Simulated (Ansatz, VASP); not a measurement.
## Two plane-wave programs on PtSe2

File INCAR:

```
SYSTEM = PtSe2
  ALGO = Normal
  EDIFF = 1E-6
  ENCUT = 520
  GGA = PE
  ISIF = 2
  ISMEAR = 0
  LASPH = .TRUE.
  LCHARG = .FALSE.
  LREAL = .FALSE.
  LWAVE = .FALSE.
  NBANDS = 18
  NELM = 60
  PREC = Accurate
  SIGMA = 0.013000000000000001
```

Contents of KPOINTS:

```
k-points
0
G
  8 8 5
  0 0 0
```

POSCAR

```
PtSe2
1.0
    3.7240000000      0.0000000000      0.0000000000
   -1.8620000000      3.2250786037      0.0000000000
    0.0000000000      0.0000000000      5.0620000000
Pt Se
1 2
Direct
    0.0000000000      0.0000000000      0.0000000000
    0.6666666667      0.3333333333      0.7500000000
    0.3333333333      0.6666666667      0.2500000000
```

The input input.yaml:

```yaml
crystal:
  lattice:
    - [3.724, 0.0, 0.0]
    - [-1.862, 3.2250786037, 0.0]
    - [0.0, 0.0, 5.062]
  atoms:
    - { symbol: Pt, position: [0.0, 0.0, 0.0] }
    - { symbol: Se, position: [0.6666666667, 0.3333333333, 0.75] }
    - { symbol: Se, position: [0.3333333333, 0.6666666667, 0.25] }
hamiltonian:
  xc: pbe
  pseudopotentials: { kind: paw }
kpoints:
  mp_grid: { grid: [8, 8, 5] }
scf:
  occupations: { method: gaussian, width: 0.013 }
output:
  forces: true
  stress: true
  eigenvalues: true
```

Alike in both runs: task single point; functional PBE; k mesh 8 × 8 × 5; occupations gaussian, width 0.013 eV; no spin polarisation.

```csv
,VASP,Ansatz
version,VASP 6.6.1,Ansatz 0.2.0
potentials or method,"VASP PAW PBE potentials, release 64 (Pt, Se)",Ansatz PAW
plane-wave cutoff (eV),520,420
valence electrons in the cell,22,50
```

```csv
,VASP,Ansatz,Ansatz less VASP
gap on the k mesh at the Fermi level (eV),none,none,-
pressure (GPa),7.3,7.3,+0.01
"traceless stress, the component that is largest in VASP (GPa)",-1.16,-1.15,+0.006
rms of the force components (eV/Å),0.271,0.269,-0.0025
```

Atom by atom the forces differ by 0.003 eV/Å (rms over components). A gap of «none» marks a metal or a gap that the smearing closes. VASP's potentials hold 22 valence electrons a cell and Ansatz's 50, so a difference there can come from the potentials and not from the codes.

Neither program's run includes spin-orbit coupling.
